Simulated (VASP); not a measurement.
Set up this calculation in VASP 6.6.1, as the native input.

| Property | Result |
| --- | --- |
| Task | single point |
| Functional | PBEsol |
| Potentials or basis | VASP PAW PBE potentials, release 64 (Ga_d, N) |
| Cutoff | 520 eV |
| k mesh | 14 × 14 × 14 |
| Occupations | gaussian, width 0.03 eV |
| Spin | no spin polarisation |
| Dipole correction | no |
| Further INCAR settings | ALGO = Normal; EDIFF = 1e-07; NBANDS = 16 |

The structure of GaN lies in POSCAR:

```
GaN
1.0
    0.0000000000      2.0711779500      2.1352350000
    2.1352350000      0.0000000000      2.1352350000
    2.1352350000      2.0711779500      0.0000000000
Ga N
1 1
Direct
    0.0000000000      0.0000000000      0.0000000000
    0.5000000000      0.5000000000      0.5000000000
```

This cell differs from its parent crystal: strain -0.0300 x Voigt [0, 1, 0, 0, 0, 0].

The input as run:

INCAR

```
SYSTEM = GaN
  PREC = Accurate
  ENCUT = 520
  EDIFF = 1E-7
  ISMEAR = 0
  SIGMA = 0.03
  LREAL = .False.
  LASPH = .True.
  NELM = 60
  ALGO = Normal
  ISIF = 2
  LWAVE = .False.
  LCHARG = .False.
  GGA = PS
  NBANDS = 16
```

KPOINTS

```
Automatic mesh
0
Gamma
  14 14 14
  0 0 0
```

Potentials or basis: VASP PAW PBE potentials, release 64 (Ga_d, N).

The run is started by

```console
$ cat potpaw_PBE.64/Ga_d/POTCAR potpaw_PBE.64/N/POTCAR > POTCAR
$ mpirun -np 1 vasp_std > vasp.out
```

Results of the run:

```json
{
  "Pressure": "-0.4 GPa",
  "Band gap on the k mesh": "0.31 eV (least direct gap 2.66 eV)"
}
```

Caveat: the cell differs from its parent crystal (strain -0.0300 x Voigt [0, 1, 0, 0, 0, 0]); the PAW data sets were made with another functional, which shifts forces and pressure a little.

Run time: 86 s on 1 thread of Intel Xeon 8259CL, with other jobs on the host, peak memory 0.2 GiB.
